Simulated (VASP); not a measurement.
Set up this calculation in VASP 6.6.1, as the native input.

```
Task                   : relaxation of cell and atoms
Functional             : PBE
Potentials or basis    : VASP PAW PBE potentials, release 64 (Sb, C)
Cutoff                 : 600 eV
k mesh                 : 14 × 14 × 14
Occupations            : gaussian, width 0.1 eV
Spin                   : no spin polarisation
Dipole correction      : no
Further INCAR settings : ALGO = Normal; EDIFF = 1e-07; IBRION = 2; EDIFFG = -0.01; NSW = 100; ISIF = 3
```

The structure of SbC2 lies in POSCAR:

```
SbC2
1.0
    0.0000000000      2.7610917431      2.7610917431
    2.7610917431      0.0000000000      2.7610917431
    2.7610917431      2.7610917431      0.0000000000
Sb C
1 2
Direct
    0.0000000000      0.0000000000      0.0000000000
    0.2500000000      0.2500000000      0.2500000000
    0.7500000000      0.7500000000      0.7500000000
```

One way to write it, as run:

INCAR

```
SYSTEM = SbC2
ALGO = Normal ; EDIFF = 1E-7
EDIFFG = -0.01 ; ENCUT = 600
GGA = PE ; IBRION = 2
ISIF = 3 ; ISMEAR = 0
LASPH = .True. ; LCHARG = .False.
LREAL = .False. ; LWAVE = .False.
NELM = 100 ; NSW = 100
PREC = Accurate ; SIGMA = 0.1
```

KPOINTS

```
k-points
0
Gamma
  14 14 14
  0 0 0
```

Potentials or basis: VASP PAW PBE potentials, release 64 (Sb, C).

Run with:

```sh
$ cat potpaw_PBE.64/Sb/POTCAR potpaw_PBE.64/C/POTCAR > POTCAR
$ mpirun -np 1 vasp_std > vasp.out
```

It gave:

```yaml
Relaxed_volume: 13.54 Å³/atom
Relaxed_cell: a = 3.859 Å, b = 3.859 Å, c = 3.859 Å, α = 60.00°, β = 60.00°, γ = 60.00°
Space_group_after_relaxing_to_0.05_Å: Fm-3m (No. 225)
Energy_gained_by_relaxing: 6.3 meV/atom
Ionic_steps: 3
Pressure_after_relaxing: 0.0 GPa
```

It took 52 s on 1 thread of Intel(R) Xeon(R) 6975P-C (Granite Rapids), on a shared host, peak memory 0.22 GiB.
